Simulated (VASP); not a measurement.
# CdS (P3m1) in VASP: notebook

Aim: see how the results for CdS move with the level of theory and the settings. Levels: B3LYP, PBE. Tasks: single point.

All numbers are computed with VASP 6.6.1; they aren't measurements. Logs are shortened: lines on timing, memory, paths and dates and some standing lists are left out, and cuts for length are marked.

## (1) The cell of the first run

The typed cell holds 2 atoms: a = 4.278 Å, b = 4.278 Å, c = 6.507 Å, α = 90.00°, β = 90.00°, γ = 120.00°.

## (2) Single point, B3LYP

Contents of POSCAR:

```
CdS
1.0
    4.2776206687      0.0000000000      0.0000000000
   -2.1388103344      3.7045281668      0.0000000000
    0.0000000000      0.0000000000      6.5072439310
Cd S
1 1
Direct
    0.0000000000      0.0000000000      0.4382731125
    0.6666666667      0.3333333333      0.4387268875
```

Contents of INCAR.step1:

```
PREC     = Accurate       # precision mode
ENCUT    = 520            # plane-wave cutoff, eV
EDIFF    = 1E-5           # SCF threshold, eV
ISMEAR   = -1             # smearing method
SIGMA    = 0.05           # smearing width, eV
LREAL    = False          # projectors in reciprocal space
LASPH    = True           # aspherical terms in the spheres
NELM     = 80             # most SCF steps
ALGO     = Normal         # electronic algorithm
ISIF     = 2              # what is computed and relaxed
LWAVE    = True           # write WAVECAR
LCHARG   = False          # write CHGCAR
NBANDS   = 16             # bands
GGA      = PE             # functional
```

Contents of INCAR.step2:

```
PREC     = Accurate       # precision mode
ENCUT    = 520            # plane-wave cutoff, eV
EDIFF    = 1E-6           # SCF threshold, eV
ISMEAR   = -1             # smearing method
SIGMA    = 0.05           # smearing width, eV
LREAL    = False          # projectors in reciprocal space
LASPH    = True           # aspherical terms in the spheres
NELM     = 80             # most SCF steps
ALGO     = Normal         # electronic algorithm
ISIF     = 2              # what is computed and relaxed
LWAVE    = False          # write WAVECAR
LCHARG   = False          # write CHGCAR
GGA      = B3             # functional
LHFCALC  = True           # exact exchange
AEXX     = 0.2            # exact-exchange fraction
AGGAX    = 0.72         
AGGAC    = 0.81         
ALDAC    = 0.19         
PRECFOCK = Normal       
NBANDS   = 16             # bands
ISTART   = 1
```

Contents of KPOINTS:

```
Automatic mesh
0
Gamma
  4 4 3
```

Potentials or basis: VASP PAW PBE potentials, release 64 (Cd, S).

Launch:

```
> cat potpaw_PBE.64/Cd/POTCAR potpaw_PBE.64/S/POTCAR > POTCAR
> cp INCAR.step1 INCAR
> mpirun -np 1 vasp_std > vasp.out
> cp INCAR.step2 INCAR
> mpirun -np 1 vasp_std > vasp.out
```

OUTCAR:

```text
PREC = Accurate
   ENCUT = 520
   EDIFF = 1E-6
   ISMEAR = -1
   LREAL = False
   LASPH = True
   NELM = 80
   ISIF = 2
   GGA = B3
   LHFCALC = True
   AEXX = 0.2
   PRECFOCK = Normal
   ISTART = 1

 ion  position               nearest neighbor table
   1  0.000  0.000  0.438-   2 2.47   2 2.47   2 2.47
   2  0.667  0.333  0.439-   1 2.47   1 2.47   1 2.47

  LATTYP: Found a hexagonal cell.
 ALAT       =     4.2776206687
 C/A-ratio  =     1.5212297758

  Lattice vectors:

 A1 = (   4.2776206687,   0.0000000000,   0.0000000000)
 A2 = (  -2.1388103344,   3.7045281668,   0.0000000000)
 A3 = (   0.0000000000,   0.0000000000,   6.5072439310)

Analysis of symmetry for initial positions (statically):
=====================================================================
 Subroutine PRICEL returns:
 Original cell was already a primitive cell.

 Routine SETGRP: Setting up the symmetry group for a
 hexagonal supercell.

 Subroutine GETGRP returns: Found  6 space group operations
 (whereof  6 operations were pure point group operations)
 out of a pool of 24 trial point group operations.

The static configuration has the point symmetry C_3v.

Analysis of symmetry for dynamics (positions and initial velocities):
=====================================================================
 Subroutine PRICEL returns:
 Original cell was already a primitive cell.

 Routine SETGRP: Setting up the symmetry group for a
 hexagonal supercell.

 Subroutine GETGRP returns: Found  6 space group operations
 (whereof  6 operations were pure point group operations)
 out of a pool of 24 trial point group operations.

The dynamic configuration has the point symmetry C_3v.

 Subroutine INISYM returns: Found  6 space group operations
 (whereof  6 operations are pure point group operations),
 and found     1 'primitive' translations

----------------------------------------------------------------------------------------

                                     Primitive cell

  volume of cell :     103.1175

  direct lattice vectors                    reciprocal lattice vectors
     4.277620669  0.000000000  0.000000000     0.233774820  0.134969955  0.000000000
    -2.138810334  3.704528167  0.000000000     0.000000000  0.269939910  0.000000000
     0.000000000  0.000000000  6.507243931     0.000000000  0.000000000  0.153674891

  length of vectors
     4.277620669  4.277620669  6.507243931     0.269939910  0.269939910  0.153674891

  position of ions in fractional coordinates (direct lattice)
     0.000000000  0.000000000  0.438273112
     0.666666667  0.333333333  0.438726888

  ion indices of the primitive-cell ions
   primitive index   ion index
                 1           1
                 2           2

----------------------------------------------------------------------------------------

 KPOINTS: Automatic mesh

Automatic generation of k-mesh.
 Grid dimensions read from file:
 generate k-points for:    4    4    3

 Generating k-lattice:

  Cartesian coordinates                     Fractional coordinates (reciprocal lattice)
     0.058443705  0.033742489  0.000000000     0.250000000  0.000000000  0.000000000
     0.000000000  0.067484978  0.000000000     0.000000000  0.250000000  0.000000000
     0.000000000  0.000000000  0.051224964     0.000000000  0.000000000  0.333333333

  Length of vectors
     0.067484978  0.067484978  0.051224964

  Shift w.r.t. Gamma in fractional coordinates (k-lattice)
     0.000000000  0.000000000  0.000000000

 Subroutine IBZKPT returns following result:
 ===========================================

 Found      9 irreducible k-points:

 Following reciprocal coordinates:
            Coordinates               Weight
  0.000000  0.000000  0.000000      1.000000
  0.250000 -0.000000  0.000000      6.000000
  0.500000 -0.000000  0.000000      3.000000
  0.250000  0.250000  0.000000      6.000000
  0.000000  0.000000  0.333333      2.000000
  0.250000 -0.000000  0.333333      6.000000
  0.000000  0.250000  0.333333      6.000000
  0.500000 -0.000000  0.333333      6.000000
  0.250000  0.250000  0.333333     12.000000
   k-points           NKPTS =      9   k-points in BZ     NKDIM =     48   number of bands    NBANDS=     16
   number of dos      NEDOS =    301   number of ions     NIONS =      2
   total plane-waves  NPLWV =  49152
   dimension x,y,z NGX =    32 NGY =   32 NGZ =   48
   dimension x,y,z NGXF=    64 NGYF=   64 NGZF=   96
   ions per type =               1   1
   NGX,Y,Z   is equivalent  to a cutoff of  12.44, 12.44, 12.26 a.u.
   NGXF,Y,Z  is equivalent  to a cutoff of  24.87, 24.87, 24.53 a.u.
 SYSTEM =  unknown system
   PREC   = accura    normal or accurate (medium, high low for compatibility)
   ISTART =      1    job   : 0-new  1-cont  2-samecut
   ICHARG =      0    charge: 1-file 2-atom 10-const
   ISPIN  =      1    spin polarized calculation?
   LNONCOLLINEAR =      F non collinear calculations
   LSORBIT =      F    spin-orbit coupling
   LASPH  =      T    aspherical Exc in radial PAW
   ENCUT  =  520.0 eV  38.22 Ry    6.18 a.u.   7.95  7.95 12.10*2*pi/ulx,y,z
   NELM   =     80;   NELMIN=  2; NELMDL=  0     # of ELM steps
   EDIFF  = 0.1E-05   stopping-criterion for ELM
   LREAL  =      F    real-space projection
   EDIFFG = 0.1E-04   stopping-criterion for IOM
   NSW    =      0    number of steps for IOM
   IBRION =     -1    ionic relax: 0-MD 1-quasi-New 2-CG
   NFREE  =      0    steps in history (QN), initial steepest desc. (CG)
   ISIF   =      2    stress and relaxation
   ISYM   =      3    0-nonsym 1-usesym 2-fastsym
   POTIM  = 0.5000    time-step for ionic-motion
   TEBEG  =    0.0;   TEEND  =   0.0 temperature during run
   PSTRESS=    0.0 pullay stress
   NELECT =      18.0000    total number of electrons
   NUPDOWN=      -1.0000    fix difference up-down
   EMIN   =  10.00;   EMAX   =-10.00  energy-range for DOS
   EFERMI =   0.00;   METHOD = LEGACY
   ISMEAR =    -1;   SIGMA  =   0.05  broadening in eV -4-tet -1-fermi 0-gaus
   EFERMI_NEDOS =   21; number of points for ismear=-14 and -15
   IALGO  =     38    algorithm
   IMIX   =      1    mixing-type and parameters
     AMIX     =   0.40;   BMIX     =  1.00
     AMIX_MAG =   1.60;   BMIX_MAG =  1.00
  volume/ion in A,a.u.               =      51.56       347.94
  Fermi-wavevector in a.u.,A,eV,Ry     =   0.914931  1.728969 11.389415  0.837098
  Thomas-Fermi vector in A             =   2.039614
   LORBIT       =      0    0 simple, 1 ext, 2 COOP (PROOUT), +10 PAW based schemes
   GGA     = B3    functional components
   LHFCALC =     T    Hartree Fock is set to
   PRECFOCK=normal    Normal, Fast or Accurate (Low or Medium for compatibility)
   ENCUT4O =  -1.0   cutoff for four orbital integrals eV
   NKREDX  =     1    reduce k-point grid by
   NKREDY  =     1    reduce k-point grid by
   NKREDZ  =     1    reduce k-point grid by
   AEXX    =    0.2000 exact exchange contribution
   HFSCREEN=    0.0000 screening length (either q_TF or 0.3 A-1)
   HFSCREENC=   0.0000 screening length for correlation (either q_TF or 0.3 A-1)
   ENCUTFOCK=  -1.0 apply spherical cutoff to Coloumb kernel
   IVDW    =     0    specifies the selected vdW correction
   LEPSILON=     F    determine dielectric tensor
   LRPA    =     F    only Hartree local field effects (RPA)
 non-spin polarized calculation
  energy-cutoff  :      520.00
  volume of cell :      103.12
 maximum number of plane-waves:      2792
 NGX is ok and might be reduce to    32
  NGX = 24; NGY = 24; NGZ = 40

 number of electron      17.9999998 magnetization

 Free energy of the ion-electron system (eV)
  ---------------------------------------------------
  ext. energy  EPLUGINS =         0.00000000
  ---------------------------------------------------
  free energy    TOTEN  =        -6.52758548 eV

  energy without entropy =       -6.52758548  energy(sigma->0) =       -6.52758548

 E-fermi :  -2.0374     XC(G=0):  -4.5339

 val. band max:       -3.2132365297   @ k =   0.0000   0.0000   0.3333
 cond. band min:      -0.4319916368   @ k =   0.0000   0.0000   0.0000
 fundamental gap:      2.7812448929
 Fermi energy:        -2.0374223876

 k-point     1 :       0.0000    0.0000    0.0000
  band No.  band energies     occupation
      1     -15.7304      2.00000
      2     -11.8021      2.00000
      3     -11.8021      2.00000
      4     -11.3600      2.00000
      5     -11.3600      2.00000
      6     -11.1239      2.00000
[... 8 lines left out ...]
     15       9.3049      0.00000
     16       9.9600      0.00000

 k-point     2 :       0.2500   -0.0000    0.0000
  band No.  band energies     occupation
      1     -15.5588      2.00000
      2     -11.7079      2.00000
      3     -11.6707      2.00000
      4     -11.4112      2.00000
      5     -11.3672      2.00000
      6     -11.0467      2.00000
[... 8 lines left out ...]
     15       8.6705      0.00000
     16       8.8780      0.00000

 k-point     3 :       0.5000   -0.0000    0.0000
  band No.  band energies     occupation
      1     -15.3875      2.00000
      2     -11.5495      2.00000
      3     -11.5280      2.00000
      4     -11.4601      2.00000
      5     -11.3745      2.00000
      6     -10.9043      2.00000
[... 8 lines left out ...]
     15       8.0939      0.00000
     16       8.8981      0.00000

 k-point     4 :       0.2500    0.2500    0.0000
  band No.  band energies     occupation
      1     -15.3878      2.00000
      2     -11.6233      2.00000
      3     -11.5071      2.00000
      4     -11.4479      2.00000
      5     -11.3868      2.00000
      6     -10.8494      2.00000
[... 8 lines left out ...]
     15       6.8793      0.00000
     16       8.2167      0.00000

 k-point     5 :       0.0000    0.0000    0.3333
  band No.  band energies     occupation
      1     -15.7297      2.00000
      2     -11.8021      2.00000
      3     -11.8021      2.00000
      4     -11.3600      2.00000
      5     -11.3600      2.00000
      6     -11.1220      2.00000
[... 8 lines left out ...]
     15       8.2760      0.00000
     16       9.4215      0.00000

 k-point     6 :       0.2500   -0.0000    0.3333
  band No.  band energies     occupation
      1     -15.5583      2.00000
      2     -11.7078      2.00000
      3     -11.6707      2.00000
      4     -11.4115      2.00000
      5     -11.3673      2.00000
      6     -11.0453      2.00000
[... 8 lines left out ...]
     15       7.5705      0.00000
     16       8.9217      0.00000

 k-point     7 :       0.0000    0.2500    0.3333
  band No.  band energies     occupation
      1     -15.5583      2.00000
      2     -11.7078      2.00000
      3     -11.6707      2.00000
      4     -11.4115      2.00000
      5     -11.3673      2.00000
      6     -11.0453      2.00000
[... 8 lines left out ...]
     15       7.5754      0.00000
     16       8.9212      0.00000

 k-point     8 :       0.5000   -0.0000    0.3333
  band No.  band energies     occupation
      1     -15.3871      2.00000
      2     -11.5491      2.00000
      3     -11.5280      2.00000
      4     -11.4604      2.00000
      5     -11.3745      2.00000
      6     -10.9040      2.00000
[... 8 lines left out ...]
     15       8.4161      0.00000
     16       8.4840      0.00000

 k-point     9 :       0.2500    0.2500    0.3333
  band No.  band energies     occupation
      1     -15.3874      2.00000
      2     -11.6232      2.00000
      3     -11.5070      2.00000
      4     -11.4482      2.00000
      5     -11.3869      2.00000
      6     -10.8489      2.00000
[... 8 lines left out ...]
     15       7.7923      0.00000
     16       8.4934      0.00000

------------------------ aborting loop because EDIFF is reached ----------------------------------------

  FORCE on cell =-STRESS in cart. coord.  units (eV):
  Direction    XX          YY          ZZ          XY          YZ          ZX
  --------------------------------------------------------------------------------------
  -------------------------------------------------------------------------------------
  Total        0.1470593      0.1470593     -0.0122077     -0.0000000      0.0000000     -0.0000000
  in kB        2.2849186      2.2849186     -0.1896759     -0.0000000      0.0000000     -0.0000000
  external PRESSURE =       1.4600537 kB  Pullay stress =       0.0000000 kB

 VOLUME and BASIS-vectors are now :
 -----------------------------------------------------------------------------
  energy-cutoff  :      520.00
  volume of cell :      103.12
      direct lattice vectors                 reciprocal lattice vectors
     4.277620669  0.000000000  0.000000000     0.233774820  0.134969955  0.000000000
    -2.138810334  3.704528167  0.000000000     0.000000000  0.269939910  0.000000000
     0.000000000  0.000000000  6.507243931     0.000000000  0.000000000  0.153674891

 POSITION                                       TOTAL-FORCE (eV/Angst)
 -----------------------------------------------------------------------------------
      0.00000      0.00000      2.85195        -0.000000      0.000000      0.000389
      2.13881      1.23484      2.85490         0.000000      0.000000     -0.000389
 -----------------------------------------------------------------------------------
    total drift:                                0.000019     -0.000014      0.000020

  FREE ENERGIE OF THE ION-ELECTRON SYSTEM (eV)
  ---------------------------------------------------
  free  energy   TOTEN  =        -6.5275854757 eV

  energy  without entropy=       -6.5275854756  energy(sigma->0) =       -6.52758548
```

It took 4.2 min on 1 thread of Intel Xeon Platinum 8488C (Sapphire Rapids), shared host; peak memory 0.23 GiB.

What came out:

```yaml
Free_energy: -6.5276 eV
Pressure: 0.1 GPa
Band_gap_on_the_k_mesh: 2.78 eV
```

Stress tensor (GPa, compression positive):
```
 0.23  0.00  0.00
 0.00  0.23  0.00
 0.00  0.00 -0.02
```

Levels at points of the mesh, in eV from the valence-band top:
```csv
k point,band 6,band 7,band 8,band 9,band 10,band 11,band 12,band 13
"(0.00, 0.00, 0.00)",-7.91,-1.24,0.00,0.00,2.78,6.57,7.82,8.46
"(0.50, 0.00, 0.00)",-7.69,-3.74,-1.32,-0.29,5.10,6.17,8.07,8.55
```

Caveat: the k points lie up to 0.42 Å⁻¹ apart; the PAW data sets were made with another functional, which shifts forces and pressure a little. A k mesh can miss the band edges.

## (3) Single point, PBE

This run uses another cell than the first one.

Contents of INCAR:

```
SYSTEM = CdS
  ALGO = Normal
  EDIFF = 1E-6
  ENCUT = 630
  GGA = PE
  GGA_COMPAT = .False.
  ISIF = 2
  ISMEAR = 0
  LASPH = .True.
  LCHARG = .False.
  LREAL = .False.
  LWAVE = .False.
  NBANDS = 20
  NELM = 120
  PREC = Accurate
  SIGMA = 0.022
```

Contents of KPOINTS:

```
k-points
0
Gamma
  7 7 5
  0 0 0
```

Contents of POSCAR:

```
CdS
1.0
    4.2611695877      0.0000000000      0.0000000000
   -2.1305847939      3.6902811128      0.0000000000
    0.0000000000      0.0000000000      5.8041729400
Cd S
1 1
Direct
    0.0000000000      0.0000000000      0.4426919200
    0.6666666667      0.3333333333      0.4343080800
```

Potentials or basis: VASP PAW PBE potentials, release 64 (Cd_sv_GW, S).

Launch:

```
> cat potpaw_PBE.64/Cd_sv_GW/POTCAR potpaw_PBE.64/S/POTCAR > POTCAR
> mpirun -np 1 vasp_std > vasp.out
```

Run time: 57 s. Hardware: 1 thread of Intel Xeon Platinum 8259CL at 2.50GHz (Skylake/Cascade Lake), shared host; peak memory 0.3 GiB.

Results (log left out):

* Free energy: -5.7271 eV
* Pressure: -0.3 GPa
* Largest force: 0.005 eV/Å
* Band gap on the k mesh: 1.46 eV

Forces in eV/Å, atoms in the order of the input:
```
Cd   0.000  0.000 -0.005
S    0.000  0.000  0.005
```

Stress tensor (GPa, compression positive):
```
-0.44  0.00  0.00
 0.00 -0.44  0.00
 0.00  0.00 -0.07
```

Levels at points of the mesh, in eV from the valence-band top:
| k point | band 9 | band 10 | band 11 | band 12 | band 13 | band 14 | band 15 | band 16 | band 17 | band 18 |
| --- | --- | --- | --- | --- | --- | --- | --- | --- | --- | --- |
| (0.00, 0.00, 0.00) | -7.13 | -6.92 | -1.05 | 0.00 | 0.00 | 1.46 | 5.57 | 6.93 | 6.93 | 6.98 |

## (4) Single point, PBE

This run uses another cell than the first one.

Contents of INCAR:

```
SYSTEM = CdS
  PREC = Accurate
  ENCUT = 630
  EDIFF = 1E-6
  ISMEAR = 0
  SIGMA = 0.013000000000000001
  LREAL = .FALSE.
  LASPH = .TRUE.
  NELM = 120
  ALGO = Normal
  ISIF = 2
  LWAVE = .FALSE.
  LCHARG = .TRUE.
  GGA = PE
  LELF = .TRUE.
  LVHAR = .TRUE.
  NBANDS = 20
  GGA_COMPAT = .FALSE.
```

Contents of KPOINTS:

```
regular mesh
0
G
  7 7 5
  0 0 0
```

POSCAR is that of step 3.

Launch:

```
> cat potpaw_PBE.64/Cd_sv_GW/POTCAR potpaw_PBE.64/S/POTCAR > POTCAR
> mpirun -np 1 vasp_std > vasp.out
```

It took 36 s on 1 thread of Intel Xeon 6975P-C (Granite Rapids), shared host; peak memory 0.29 GiB.

The run converged. Its results:

```
Free energy            : -5.7271 eV
Pressure               : -0.3 GPa
Largest force          : 0.005 eV/Å
Band gap on the k mesh : 1.46 eV
```

Forces on the atoms (eV/Å):
```
Cd   0.000  0.000 -0.005
S    0.000  0.000  0.005
```

Stress tensor (GPa, compression positive):
```
-0.44  0.00  0.00
 0.00 -0.44  0.00
 0.00  0.00 -0.07
```

Levels at points of the mesh, in eV from the valence-band top:
```tsv
k point	band 11	band 12	band 13	band 14	band 15	band 16
(0.00, 0.00, 0.00)	-1.05	0.00	0.00	1.46	5.57	6.93
```

A k mesh can miss the band edges.

## (5) The runs side by side

| level | potentials or basis | cell | k mesh | cutoff (eV) | smearing | grid for exact exchange (PRECFOCK) | share of exact exchange | gap on the mesh (eV) | pressure (GPa) |
| --- | --- | --- | --- | --- | --- | --- | --- | --- | --- |
| B3LYP | VASP PAW PBE potentials, release 64 (Cd, S) | a = 4.278, b = 4.278, c = 6.507 Å, angles 90.0, 90.0, 120.0°, 2 atoms, atomic positions A | 4 × 4 × 3 | 520 | fermi-dirac 0.05 eV | Normal | 0.2 | 2.78 | 0.1 |
| PBE | VASP PAW PBE potentials, release 64 (Cd_sv_GW, S) | a = 4.261, b = 4.261, c = 5.804 Å, angles 90.0, 90.0, 120.0°, 2 atoms, atomic positions B | 7 × 7 × 5 | 630 | gaussian 0.022 eV | - | - | 1.46 | -0.3 |
| PBE | VASP PAW PBE potentials, release 64 (Cd_sv_GW, S) | a = 4.261, b = 4.261, c = 5.804 Å, angles 90.0, 90.0, 120.0°, 2 atoms, atomic positions B | 7 × 7 × 5 | 630 | gaussian 0.013 eV | - | - | 1.46 | -0.3 |

Alike in all rows: task single point; no spin polarisation.

Caveats: some runs use coarse meshes; the PAW data sets were made with another functional, which shifts forces and pressure a little (at least some runs).

Absolute energies hang on the potentials; compare differences alone.
